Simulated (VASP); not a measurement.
# C (P6_222) in VASP: relaxation of cell and atoms with PBE

Aim: the relaxation of cell and atoms of C with PBE.

Program: VASP 6.6.1. These are calculated values, not measurements. Logs are shortened: lines on timing, memory, paths and dates and some standing lists are left out, and cuts for length are marked.

### Step 1. The cell of the first run

The structure is hexagonal, space group P6_222 (No. 180). Conventional cell: a = 2.597 Å, b = 2.597 Å, c = 8.641 Å, α = 90.00°, β = 90.00°, γ = 120.00°. Within 2.1 Å of C (site symmetry 2) lie 4 C at 1.61 to 1.62 Å. C (site symmetry 222) has 4 C at 1.61 Å within 2.1 Å.

The cell was generated, and may not be a known phase.

### Step 2. Relaxation of cell and atoms, PBE

File INCAR:

```
  PREC = Accurate
  ENCUT = 600
  EDIFF = 1E-6
  ISMEAR = 0
  SIGMA = 0.02
  LREAL = False
  LASPH = True
  NELM = 100
  ALGO = Normal
  ISIF = 3
  LWAVE = False
  LCHARG = False
  GGA = PE
  IBRION = 2
  NSW = 100
  EDIFFG = -0.01
```

File KPOINTS:

```
Automatic mesh
0
Gamma
  12 12 4
```

File POSCAR:

```
C
1.0
    2.5969423162      0.0000000000      0.0000000000
   -1.2984711581      2.2490180180      0.0000000000
    0.0000000000      0.0000000000      8.6412351309
C
9
Direct
    0.5000000000      0.5000000000      0.0560354123
    0.5000000000      0.0000000000      0.7227020790
    0.0000000000      0.5000000000      0.3893687456
    0.5000000000      0.5000000000      0.6106312544
    0.5000000000      0.0000000000      0.2772979210
    0.0000000000      0.5000000000      0.9439645877
    0.0000000000      0.0000000000      0.5000000000
    0.0000000000      0.0000000000      0.1666666667
    0.0000000000      0.0000000000      0.8333333333
```

Potentials or basis: VASP PAW PBE potentials, release 64 (C).

Run with:

```sh
$ cat potpaw_PBE.64/C/POTCAR > POTCAR
$ mpirun -np 1 vasp_std > vasp.out
```

OUTCAR:

```text
PREC = Accurate
   ENCUT = 600
   EDIFF = 1E-6
   ISMEAR = 0
   LREAL = False
   LASPH = True
   NELM = 100
   ISIF = 3
   GGA = PE
   IBRION = 2
   NSW = 100
   EDIFFG = -0.01

 ion  position               nearest neighbor table
   1  0.500  0.500  0.056-   8 1.61   8 1.61   6 1.62   6 1.62
   2  0.500  0.000  0.723-   9 1.61   9 1.61   4 1.62   4 1.62
   3  0.000  0.500  0.389-   7 1.61   7 1.61   5 1.62   5 1.62
   4  0.500  0.500  0.611-   7 1.61   7 1.61   2 1.62   2 1.62
   5  0.500  0.000  0.277-   8 1.61   8 1.61   3 1.62   3 1.62
   6  0.000  0.500  0.944-   9 1.61   9 1.61   1 1.62   1 1.62
   7  0.000  0.000  0.500-   3 1.61   4 1.61   3 1.61   4 1.61
   8  0.000  0.000  0.167-   5 1.61   5 1.61   1 1.61   1 1.61
   9  0.000  0.000  0.833-   2 1.61   2 1.61   6 1.61   6 1.61

  LATTYP: Found a hexagonal cell.
 ALAT       =     2.5969423162
 C/A-ratio  =     3.3274651797

  Lattice vectors:

 A1 = (   2.5969423162,   0.0000000000,   0.0000000000)
 A2 = (  -1.2984711581,   2.2490180180,   0.0000000000)
 A3 = (   0.0000000000,   0.0000000000,   8.6412351309)

Analysis of symmetry for initial positions (statically):
=====================================================================
 Subroutine PRICEL returns:
 Original cell was already a primitive cell.

 Routine SETGRP: Setting up the symmetry group for a
 hexagonal supercell.

 Subroutine GETGRP returns: Found 12 space group operations
 (whereof  4 operations were pure point group operations)
 out of a pool of 24 trial point group operations.

The static configuration has the point symmetry D_2 .
 The point group associated with its full space group is D_6 .

Analysis of symmetry for dynamics (positions and initial velocities):
=====================================================================
 Subroutine PRICEL returns:
 Original cell was already a primitive cell.

 Routine SETGRP: Setting up the symmetry group for a
 hexagonal supercell.

 Subroutine GETGRP returns: Found 12 space group operations
 (whereof  4 operations were pure point group operations)
 out of a pool of 24 trial point group operations.

The dynamic configuration has the point symmetry D_2 .
 The point group associated with its full space group is D_6 .

 Subroutine INISYM returns: Found 12 space group operations
 (whereof  4 operations are pure point group operations),
 and found     1 'primitive' translations

----------------------------------------------------------------------------------------

                                     Primitive cell

  volume of cell :      50.4697

  direct lattice vectors                    reciprocal lattice vectors
     2.596942316  0.000000000  0.000000000     0.385068237  0.222319250  0.000000000
    -1.298471158  2.249018018  0.000000000     0.000000000  0.444638501  0.000000000
     0.000000000  0.000000000  8.641235131     0.000000000  0.000000000  0.115724197

  length of vectors
     2.596942316  2.596942316  8.641235131     0.444638501  0.444638501  0.115724197

  position of ions in fractional coordinates (direct lattice)
     0.500000000  0.500000000  0.056035412
     0.500000000  0.000000000  0.722702079
     0.000000000  0.500000000  0.389368746
     0.500000000  0.500000000  0.610631254
     0.500000000  0.000000000  0.277297921
     0.000000000  0.500000000  0.943964588
     0.000000000  0.000000000  0.500000000
     0.000000000  0.000000000  0.166666667
     0.000000000  0.000000000  0.833333333

  ion indices of the primitive-cell ions
   primitive index   ion index
                 1           1
                 2           2
                 3           3
                 4           4
                 5           5
                 6           6
                 7           7
                 8           8
                 9           9

----------------------------------------------------------------------------------------

 KPOINTS: Automatic mesh

Automatic generation of k-mesh.
 Grid dimensions read from file:
 generate k-points for:   12   12    4

 Generating k-lattice:

  Cartesian coordinates                     Fractional coordinates (reciprocal lattice)
     0.032089020  0.018526604  0.000000000     0.083333333  0.000000000  0.000000000
     0.000000000  0.037053208  0.000000000     0.000000000  0.083333333  0.000000000
     0.000000000  0.000000000  0.028931049     0.000000000  0.000000000  0.250000000

  Length of vectors
     0.037053208  0.037053208  0.028931049

  Shift w.r.t. Gamma in fractional coordinates (k-lattice)
     0.000000000  0.000000000  0.000000000

 Subroutine IBZKPT returns following result:
 ===========================================

 Found     57 irreducible k-points:

 Following reciprocal coordinates:
            Coordinates               Weight
  0.000000  0.000000  0.000000      1.000000
  0.083333  0.000000  0.000000      6.000000
  0.166667 -0.000000  0.000000      6.000000
  0.250000 -0.000000  0.000000      6.000000
  0.333333  0.000000  0.000000      6.000000
  0.416667  0.000000  0.000000      6.000000
[... 16 lines left out ...]
  0.250000 -0.000000  0.250000     12.000000
  0.333333  0.000000  0.250000     12.000000
 [... further k-points ...]
   k-points           NKPTS =     57   k-points in BZ     NKDIM =     57   number of bands    NBANDS=     23
   number of dos      NEDOS =    301   number of ions     NIONS =      9
   total plane-waves  NPLWV =  40320
   dimension x,y,z NGX =    24 NGY =   24 NGZ =   70
   dimension x,y,z NGXF=    48 NGYF=   48 NGZF=  140
   ions per type =               9
   NGX,Y,Z   is equivalent  to a cutoff of  15.36, 15.36, 13.47 a.u.
   NGXF,Y,Z  is equivalent  to a cutoff of  30.73, 30.73, 26.93 a.u.
 SYSTEM =  unknown system
   PREC   = accura    normal or accurate (medium, high low for compatibility)
   ISTART =      0    job   : 0-new  1-cont  2-samecut
   ICHARG =      2    charge: 1-file 2-atom 10-const
   ISPIN  =      1    spin polarized calculation?
   LNONCOLLINEAR =      F non collinear calculations
   LSORBIT =      F    spin-orbit coupling
   LASPH  =      T    aspherical Exc in radial PAW
   ENCUT  =  600.0 eV  44.10 Ry    6.64 a.u.   5.19  5.19 17.26*2*pi/ulx,y,z
   NELM   =    100;   NELMIN=  2; NELMDL= -5     # of ELM steps
   EDIFF  = 0.1E-05   stopping-criterion for ELM
   LREAL  =      F    real-space projection
   EDIFFG = -.1E-01   stopping-criterion for IOM
   NSW    =    100    number of steps for IOM
   IBRION =      2    ionic relax: 0-MD 1-quasi-New 2-CG
   NFREE  =      1    steps in history (QN), initial steepest desc. (CG)
   ISIF   =      3    stress and relaxation
   ISYM   =      2    0-nonsym 1-usesym 2-fastsym
   POTIM  = 0.5000    time-step for ionic-motion
   TEBEG  =    0.0;   TEEND  =   0.0 temperature during run
   PSTRESS=    0.0 pullay stress
   NELECT =      36.0000    total number of electrons
   NUPDOWN=      -1.0000    fix difference up-down
   EMIN   =  10.00;   EMAX   =-10.00  energy-range for DOS
   EFERMI =   0.00;   METHOD = LEGACY
   ISMEAR =     0;   SIGMA  =   0.02  broadening in eV -4-tet -1-fermi 0-gaus
   EFERMI_NEDOS =   21; number of points for ismear=-14 and -15
   IALGO  =     38    algorithm
   IMIX   =      4    mixing-type and parameters
     AMIX     =   0.40;   BMIX     =  1.00
     AMIX_MAG =   1.60;   BMIX_MAG =  1.00
  volume/ion in A,a.u.               =       5.61        37.84
  Fermi-wavevector in a.u.,A,eV,Ry     =   1.462734  2.764166 29.110893  2.139590
  Thomas-Fermi vector in A             =   2.578912
   LORBIT       =      0    0 simple, 1 ext, 2 COOP (PROOUT), +10 PAW based schemes
   GGA     = PE    functional components
   LHFCALC =     F    Hartree Fock is set to
   AEXX    =    0.0000 exact exchange contribution
   IVDW    =     0    specifies the selected vdW correction
   LEPSILON=     F    determine dielectric tensor
   LRPA    =     F    only Hartree local field effects (RPA)
 conjugate gradient relaxation of ions
 non-spin polarized calculation
 Gauss-broadening in eV      SIGMA  =   0.02
  energy-cutoff  :      600.00
  volume of cell :       50.47
 maximum number of plane-waves:      1706
 NGX is ok and might be reduce to    24
   NGX = 11   NGY = 11   NGZ = 35

 number of electron      35.9999999 magnetization

 Free energy of the ion-electron system (eV)
  ---------------------------------------------------
  ext. energy  EPLUGINS =         0.00000000
  ---------------------------------------------------
  free energy    TOTEN  =       -68.30640687 eV

  energy without entropy =      -68.30640687  energy(sigma->0) =      -68.30640687

 E-fermi :  10.9620     XC(G=0): -13.6015

 val. band max:       10.7968474070   @ k =   0.0000   0.0000   0.5000
 cond. band min:      12.1510701632   @ k =   0.4167   0.0000   0.5000
 fundamental gap:      1.3542227562
 Fermi energy:        10.9620244935

 k-point     1 :       0.0000    0.0000    0.0000
  band No.  band energies     occupation
      1     -11.4756      2.00000
      2      -9.8617      2.00000
      3      -9.8617      2.00000
      4      -5.1273      2.00000
      5      -5.1273      2.00000
      6       2.1066      2.00000
[... 15 lines left out ...]
     22      17.8961      0.00000
     23      18.0541      0.00000

 k-point     2 :       0.0833    0.0000    0.0000
  band No.  band energies     occupation
      1     -11.3106      2.00000
      2      -9.6990      2.00000
      3      -9.6986      2.00000
      4      -4.9761      2.00000
      5      -4.9728      2.00000
      6       2.1861      2.00000
[... 15 lines left out ...]
     22      17.5570      0.00000
     23      17.6218      0.00000
[... 544 lines left out ...]
     22      15.2768      0.00000
     23      15.3954      0.00000

 k-point    24 :       0.3333    0.0000    0.2500
  band No.  band energies     occupation
      1      -8.7687      2.00000
      2      -7.9797      2.00000
      3      -6.4267      2.00000
      4      -4.1990      2.00000
      5      -1.7803      2.00000
      6      -0.6760      2.00000
[... 15 lines left out ...]
     22      14.3274      0.00000
     23      15.1816      0.00000

 [... further k-points ...]

------------------------ aborting loop because EDIFF is reached ----------------------------------------

  FORCE on cell =-STRESS in cart. coord.  units (eV):
  Direction    XX          YY          ZZ          XY          YZ          ZX
  --------------------------------------------------------------------------------------
  -------------------------------------------------------------------------------------
  Total        0.0818028      0.0818028      0.0714902     -0.0000000     -0.0000000      0.0000000
  in kB        2.5968564      2.5968564      2.2694770     -0.0000000     -0.0000000      0.0000000
  external PRESSURE =       2.4877300 kB  Pullay stress =       0.0000000 kB

 VOLUME and BASIS-vectors are now :
 -----------------------------------------------------------------------------
  energy-cutoff  :      600.00
  volume of cell :       50.47
      direct lattice vectors                 reciprocal lattice vectors
     2.596942316  0.000000000  0.000000000     0.385068237  0.222319250  0.000000000
    -1.298471158  2.249018018  0.000000000     0.000000000  0.444638501  0.000000000
     0.000000000  0.000000000  8.641235131     0.000000000  0.000000000  0.115724197

 POSITION                                       TOTAL-FORCE (eV/Angst)
 -----------------------------------------------------------------------------------
      0.64924      1.12451      0.48422         0.000000     -0.000000     -0.001809
      1.29847      0.00000      6.24504        -0.000000     -0.000000     -0.001809
     -0.64924      1.12451      3.36463         0.000000      0.000000     -0.001809
      0.64924      1.12451      5.27661        -0.000000     -0.000000      0.001809
      1.29847      0.00000      2.39620         0.000000     -0.000000      0.001809
     -0.64924      1.12451      8.15702         0.000000      0.000000      0.001809
      0.00000      0.00000      4.32062         0.000000     -0.000000      0.000000
      0.00000      0.00000      1.44021        -0.000000     -0.000000      0.000000
      0.00000      0.00000      7.20103        -0.000000      0.000000     -0.000000
 -----------------------------------------------------------------------------------
    total drift:                               -0.000000     -0.000000     -0.000000

  FREE ENERGIE OF THE ION-ELECTRON SYSTEM (eV)
  ---------------------------------------------------
  free  energy   TOTEN  =       -68.3064068655 eV

  energy  without entropy=      -68.3064068655  energy(sigma->0) =      -68.30640687

 reached required accuracy - stopping structural energy minimisation
```

Run time: 2 min. Hardware: 1 thread of Intel Xeon 8259CL, shared host; peak memory 0.21 GiB.

What came out:

```
Free energy             : -68.3064 eV
Pressure after relaxing : 0.2 GPa
Band gap on the k mesh  : 1.35 eV (least direct gap 3.31 eV)
```

Final structure:
```
C
1.0
     2.59694    0.00000    0.00000
    -1.29847    2.24902    0.00000
     0.00000    0.00000    8.64124
C
9
Direct
  0.50000 0.50000 0.05604
  0.50000 0.00000 0.72270
  0.00000 0.50000 0.38937
  0.50000 0.50000 0.61063
  0.50000 0.00000 0.27730
  0.00000 0.50000 0.94396
  0.00000 0.00000 0.50000
  0.00000 0.00000 0.16667
  0.00000 0.00000 0.83333
```

Levels at points of the mesh, in eV from the valence-band top:
| k point | band 16 | band 17 | band 18 | band 19 | band 20 | band 21 |
| --- | --- | --- | --- | --- | --- | --- |
| (0.00, 0.00, 0.00) | -0.19 | -0.13 | -0.13 | 4.33 | 4.70 | 4.70 |
| (0.50, 0.00, 0.00) | -4.15 | -2.87 | -2.48 | 1.72 | 1.90 | 2.66 |
| (0.00, 0.00, 0.50) | -0.20 | -0.20 | 0.00 | 4.04 | 4.04 | 6.19 |
| (0.50, 0.00, 0.50) | -4.07 | -3.16 | -2.96 | 1.40 | 1.53 | 3.42 |

A k mesh can miss the band edges.
